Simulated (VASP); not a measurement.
Input of a VASP 6.6.1 run:

POSCAR

```
MgO
1.0
    0.0000000000      2.1037661437      2.1037661437
    2.1037661437      0.0000000000      2.1037661437
    2.1037661437      2.1037661437      0.0000000000
Mg O
1 1
Direct
    0.0000000000      0.0000000000      0.0000000000
    0.5000000000      0.5000000000      0.5000000000
```

The input INCAR.step1:

```
ALGO     = Normal         # electronic algorithm
EDIFF    = 1E-4           # SCF threshold, eV
ENCUT    = 520            # plane-wave cutoff, eV
GGA      = PE             # functional
ISMEAR   = 0              # smearing method
LASPH    = True           # aspherical terms in the spheres
LCHARG   = False          # write CHGCAR
LREAL    = False          # projectors in reciprocal space
LWAVE    = True           # write WAVECAR
NBANDS   = 11             # bands
NELM     = 100            # most SCF steps
PREC     = Accurate       # precision mode
SIGMA    = 0.02           # smearing width, eV
```

The input INCAR.step2:

```
ALGO     = Normal         # electronic algorithm
EDIFF    = 1E-7           # SCF threshold, eV
ENCUT    = 520            # plane-wave cutoff, eV
ISIF     = 2              # what is computed and relaxed
ISMEAR   = 0              # smearing method
ISTART   = 1            
LASPH    = True           # aspherical terms in the spheres
LCHARG   = True           # write CHGCAR
LELF     = True           # ELF
LMIXTAU  = True         
LREAL    = False          # projectors in reciprocal space
LVHAR    = True         
LWAVE    = False          # write WAVECAR
METAGGA  = R2SCAN         # meta-GGA
NBANDS   = 11             # bands
NELM     = 100            # most SCF steps
PREC     = Accurate       # precision mode
SIGMA    = 0.02           # smearing width, eV
```

KPOINTS

```
k-points
0
Gamma
  8 8 8
```

Potentials or basis: VASP PAW PBE potentials, release 64 (Mg, O).

Launch:

```sh
$ cat potpaw_PBE.64/Mg/POTCAR potpaw_PBE.64/O/POTCAR > POTCAR
$ cp INCAR.step1 INCAR
$ mpirun -np 1 vasp_std > vasp.out
$ cp INCAR.step2 INCAR
$ mpirun -np 1 vasp_std > vasp.out
```

Problem. Estimate the pressure.

Solution. -1.5 GPa.

Problem. What does it give for the band gap on the k mesh?

Solution. 5.64 eV, direct.

Caveat: the PAW data sets were made with another functional, which shifts forces and pressure a little.

**Experimental background.**

From “Electronic structure of alkaline earth and post-transition metal oxides”, 2009, arxiv:0908.1581, for a bulk crystal of MgO: band gap 7.83 eV.

Measured gap of MgO: 7.83 eV (quoted in “Electronic structure of alkaline earth and post-transition metal oxides”, 2009, arxiv:0908.1581). This calculation gives 5.64 eV (-2.19 eV). The value is that of r2SCAN, without temperature or zero-point motion.
